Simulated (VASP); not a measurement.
# In3Se (Pm-3m) in VASP: notebook, part 2 of 2

VASP 6.6.1.

## (3) Single point, PBE

INCAR reads:

```
PREC     = Accurate       # precision mode
ENCUT    = 520            # plane-wave cutoff, eV
EDIFF    = 1E-6           # SCF threshold, eV
ISMEAR   = 0              # smearing method
SIGMA    = 0.1            # smearing width, eV
LREAL    = F              # projectors in reciprocal space
LASPH    = T              # aspherical terms in the spheres
NELM     = 100            # most SCF steps
ALGO     = Normal         # electronic algorithm
ISIF     = 2              # what is computed and relaxed
LWAVE    = F              # write WAVECAR
LCHARG   = F              # write CHGCAR
GGA      = PE             # functional
NBANDS   = 30             # bands
```

KPOINTS reads:

```
regular mesh
0
Gamma
  2 2 2
```

POSCAR reads:

```
In3Se
1.0
    4.8037580000      0.0000000000      0.0000000000
    0.0000000000      4.8037580000      0.0000000000
    0.0000000000      0.0000000000      4.8037580000
In Se
3 1
Direct
    0.0000000000      0.5000000000      0.5000000000
    0.5000000000      0.0000000000      0.5000000000
    0.5000000000      0.5000000000      0.0000000000
    0.0000000000      0.0000000000      0.0000000000
```

Potentials or basis: VASP PAW PBE potentials, release 64 (In_d, Se).

Launch:

```sh
cat potpaw_PBE.64/In_d/POTCAR potpaw_PBE.64/Se/POTCAR > POTCAR
mpirun -np 1 vasp_std > vasp.out
```

OUTCAR:

```text
PREC = Accurate
   ENCUT = 520
   EDIFF = 1E-6
   ISMEAR = 0
   LREAL = F
   LASPH = T
   NELM = 100
   ISIF = 2
   GGA = PE

 ion  position               nearest neighbor table
   1  0.000  0.500  0.500-   2 3.40   3 3.40   4 3.40   3 3.40   4 3.40   2 3.40   4 3.40   4 3.40
                             2 3.40   3 3.40   3 3.40   2 3.40
   2  0.500  0.000  0.500-   1 3.40   3 3.40   4 3.40   3 3.40   4 3.40   1 3.40   3 3.40   3 3.40
                             1 3.40   4 3.40   4 3.40   1 3.40
   3  0.500  0.500  0.000-   1 3.40   2 3.40   4 3.40   1 3.40   2 3.40   2 3.40   4 3.40   2 3.40
                             1 3.40   4 3.40   1 3.40   4 3.40
   4  0.000  0.000  0.000-   1 3.40   2 3.40   3 3.40   1 3.40   2 3.40   1 3.40   3 3.40   1 3.40
                             2 3.40   3 3.40   2 3.40   3 3.40

  LATTYP: Found a simple cubic cell.
 ALAT       =     4.8037580000

  Lattice vectors:

 A1 = (   4.8037580000,   0.0000000000,   0.0000000000)
 A2 = (   0.0000000000,   4.8037580000,   0.0000000000)
 A3 = (   0.0000000000,   0.0000000000,   4.8037580000)

Analysis of symmetry for initial positions (statically):
=====================================================================
 Subroutine PRICEL returns:
 Original cell was already a primitive cell.

 Routine SETGRP: Setting up the symmetry group for a
 simple cubic supercell.

 Subroutine GETGRP returns: Found 48 space group operations
 (whereof 48 operations were pure point group operations)
 out of a pool of 48 trial point group operations.

The static configuration has the point symmetry O_h .

Analysis of symmetry for dynamics (positions and initial velocities):
=====================================================================
 Subroutine PRICEL returns:
 Original cell was already a primitive cell.

 Routine SETGRP: Setting up the symmetry group for a
 simple cubic supercell.

 Subroutine GETGRP returns: Found 48 space group operations
 (whereof 48 operations were pure point group operations)
 out of a pool of 48 trial point group operations.

The dynamic configuration has the point symmetry O_h .

 Subroutine INISYM returns: Found 48 space group operations
 (whereof 48 operations are pure point group operations),
 and found     1 'primitive' translations

----------------------------------------------------------------------------------------

                                     Primitive cell

  volume of cell :     110.8520

  direct lattice vectors                    reciprocal lattice vectors
     4.803758000  0.000000000  0.000000000     0.208170353  0.000000000  0.000000000
     0.000000000  4.803758000  0.000000000     0.000000000  0.208170353  0.000000000
     0.000000000  0.000000000  4.803758000     0.000000000  0.000000000  0.208170353

  length of vectors
     4.803758000  4.803758000  4.803758000     0.208170353  0.208170353  0.208170353

  position of ions in fractional coordinates (direct lattice)
     0.000000000  0.500000000  0.500000000
     0.500000000  0.000000000  0.500000000
     0.500000000  0.500000000  0.000000000
     0.000000000  0.000000000  0.000000000

  ion indices of the primitive-cell ions
   primitive index   ion index
                 1           1
                 2           2
                 3           3
                 4           4

----------------------------------------------------------------------------------------

 KPOINTS: regular mesh

Automatic generation of k-mesh.
 Grid dimensions read from file:
 generate k-points for:    2    2    2

 Generating k-lattice:

  Cartesian coordinates                     Fractional coordinates (reciprocal lattice)
     0.104085177  0.000000000  0.000000000     0.500000000  0.000000000  0.000000000
     0.000000000  0.104085177  0.000000000     0.000000000  0.500000000  0.000000000
     0.000000000  0.000000000  0.104085177     0.000000000  0.000000000  0.500000000

  Length of vectors
     0.104085177  0.104085177  0.104085177

  Shift w.r.t. Gamma in fractional coordinates (k-lattice)
     0.000000000  0.000000000  0.000000000

 Subroutine IBZKPT returns following result:
 ===========================================

 Found      4 irreducible k-points:

 Following reciprocal coordinates:
            Coordinates               Weight
  0.000000  0.000000  0.000000      1.000000
  0.500000  0.000000  0.000000      3.000000
  0.500000  0.500000  0.000000      3.000000
  0.500000  0.500000  0.500000      1.000000
   k-points           NKPTS =      4   k-points in BZ     NKDIM =      4   number of bands    NBANDS=     30
   number of dos      NEDOS =    301   number of ions     NIONS =      4
   total plane-waves  NPLWV =  46656
   dimension x,y,z NGX =    36 NGY =   36 NGZ =   36
   dimension x,y,z NGXF=    72 NGYF=   72 NGZF=   72
   ions per type =               3   1
   NGX,Y,Z   is equivalent  to a cutoff of  12.46, 12.46, 12.46 a.u.
   NGXF,Y,Z  is equivalent  to a cutoff of  24.92, 24.92, 24.92 a.u.
 SYSTEM =  unknown system
   PREC   = accura    normal or accurate (medium, high low for compatibility)
   ISTART =      0    job   : 0-new  1-cont  2-samecut
   ICHARG =      2    charge: 1-file 2-atom 10-const
   ISPIN  =      1    spin polarized calculation?
   LNONCOLLINEAR =      F non collinear calculations
   LSORBIT =      F    spin-orbit coupling
   LASPH  =      T    aspherical Exc in radial PAW
   ENCUT  =  520.0 eV  38.22 Ry    6.18 a.u.   8.93  8.93  8.93*2*pi/ulx,y,z
   NELM   =    100;   NELMIN=  2; NELMDL= -5     # of ELM steps
   EDIFF  = 0.1E-05   stopping-criterion for ELM
   LREAL  =      F    real-space projection
   EDIFFG = 0.1E-04   stopping-criterion for IOM
   NSW    =      0    number of steps for IOM
   IBRION =     -1    ionic relax: 0-MD 1-quasi-New 2-CG
   NFREE  =      0    steps in history (QN), initial steepest desc. (CG)
   ISIF   =      2    stress and relaxation
   ISYM   =      2    0-nonsym 1-usesym 2-fastsym
   POTIM  = 0.5000    time-step for ionic-motion
   TEBEG  =    0.0;   TEEND  =   0.0 temperature during run
   PSTRESS=    0.0 pullay stress
   NELECT =      45.0000    total number of electrons
   NUPDOWN=      -1.0000    fix difference up-down
   EMIN   =  10.00;   EMAX   =-10.00  energy-range for DOS
   EFERMI =   0.00;   METHOD = LEGACY
   ISMEAR =     0;   SIGMA  =   0.10  broadening in eV -4-tet -1-fermi 0-gaus
   EFERMI_NEDOS =   21; number of points for ismear=-14 and -15
   IALGO  =     38    algorithm
   IMIX   =      4    mixing-type and parameters
     AMIX     =   0.40;   BMIX     =  1.00
     AMIX_MAG =   1.60;   BMIX_MAG =  1.00
  volume/ion in A,a.u.               =      27.71       187.02
  Fermi-wavevector in a.u.,A,eV,Ry     =   1.212173  2.290675 19.991897  1.469363
  Thomas-Fermi vector in A             =   2.347665
   LORBIT       =      0    0 simple, 1 ext, 2 COOP (PROOUT), +10 PAW based schemes
   GGA     = PE    functional components
   LHFCALC =     F    Hartree Fock is set to
   AEXX    =    0.0000 exact exchange contribution
   IVDW    =     0    specifies the selected vdW correction
   LEPSILON=     F    determine dielectric tensor
   LRPA    =     F    only Hartree local field effects (RPA)
 non-spin polarized calculation
 Gauss-broadening in eV      SIGMA  =   0.10
  energy-cutoff  :      520.00
  volume of cell :      110.85
 maximum number of plane-waves:      3016
 NGX is ok and might be reduce to    36
   NGX = 17   NGY = 17   NGZ = 17

 number of electron      45.0000024 magnetization

 Free energy of the ion-electron system (eV)
  ---------------------------------------------------
  ext. energy  EPLUGINS =         0.00000000
  ---------------------------------------------------
  free energy    TOTEN  =       -10.86105558 eV

  energy without entropy =      -10.84941965  energy(sigma->0) =      -10.85523762

 E-fermi :   5.6188     XC(G=0):  -9.7273

 val. band max:        5.4779155900   @ k =   0.5000   0.5000   0.0000
 cond. band min:       5.7596369041   @ k =   0.5000   0.0000   0.0000
 fundamental gap:      0.2817213141
 Fermi energy:         5.6187762471

 k-point     1 :       0.0000    0.0000    0.0000
  band No.  band energies     occupation
      1      -8.9847      2.00000
      2      -8.9585      2.00000
      3      -8.9585      2.00000
      4      -8.9585      2.00000
      5      -8.7629      2.00000
      6      -8.7629      2.00000
[... 121 lines left out ...]
     29      14.0480      0.00000
     30      14.2908      0.00000

------------------------ aborting loop because EDIFF is reached ----------------------------------------

  FORCE on cell =-STRESS in cart. coord.  units (eV):
  Direction    XX          YY          ZZ          XY          YZ          ZX
  --------------------------------------------------------------------------------------
  -------------------------------------------------------------------------------------
  Total        2.0318862      2.0318862      2.0318862      0.0000000      0.0000000     -0.0000000
  in kB       29.3674739     29.3674739     29.3674739      0.0000000      0.0000000     -0.0000000
  external PRESSURE =      29.3674739 kB  Pullay stress =       0.0000000 kB

 VOLUME and BASIS-vectors are now :
 -----------------------------------------------------------------------------
  energy-cutoff  :      520.00
  volume of cell :      110.85
      direct lattice vectors                 reciprocal lattice vectors
     4.803758000  0.000000000  0.000000000     0.208170353  0.000000000  0.000000000
     0.000000000  4.803758000  0.000000000     0.000000000  0.208170353  0.000000000
     0.000000000  0.000000000  4.803758000     0.000000000  0.000000000  0.208170353

 POSITION                                       TOTAL-FORCE (eV/Angst)
 -----------------------------------------------------------------------------------
      0.00000      2.40188      2.40188         0.000000      0.000000      0.000000
      2.40188      0.00000      2.40188         0.000000      0.000000      0.000000
      2.40188      2.40188      0.00000         0.000000      0.000000      0.000000
      0.00000      0.00000      0.00000         0.000000      0.000000      0.000000
 -----------------------------------------------------------------------------------
    total drift:                                0.000000      0.000000      0.000000

  FREE ENERGIE OF THE ION-ELECTRON SYSTEM (eV)
  ---------------------------------------------------
  free  energy   TOTEN  =       -10.8610555848 eV

  energy  without entropy=      -10.8494196529  energy(sigma->0) =      -10.85523762
```

Run time: 12 s. Hardware: 1 thread of AMD EPYC 9R45 (Zen 5), shared host; peak memory 0.17 GiB.

What came out:

| Property | Result |
| --- | --- |
| Free energy | -10.8611 eV |
| Pressure | 2.9 GPa |

Levels at points of the mesh, in eV from the Fermi level:
| k point | band 18 | band 19 | band 20 | band 21 | band 22 | band 23 | band 24 | band 25 | band 26 | band 27 |
| --- | --- | --- | --- | --- | --- | --- | --- | --- | --- | --- |
| (0.00, 0.00, 0.00) | -2.68 | -2.68 | -2.68 | -1.95 | -1.95 | 1.51 | 1.51 | 1.51 | 4.53 | 4.53 |
| (0.50, 0.00, 0.00) | -4.65 | -1.74 | -1.74 | -1.44 | -0.47 | 0.14 | 0.14 | 1.83 | 3.92 | 4.16 |
| (0.50, 0.50, 0.00) | -5.51 | -5.51 | -1.19 | -0.44 | -0.14 | -0.14 | 1.49 | 1.99 | 2.14 | 2.14 |
| (0.50, 0.50, 0.50) | -4.09 | -4.09 | -3.57 | -3.57 | -3.57 | -3.15 | 3.57 | 3.57 | 3.57 | 8.08 |

Caveat: the k points lie up to 0.65 Å⁻¹ apart; spin-orbit coupling is left out, which moves the levels of the heavy elements.
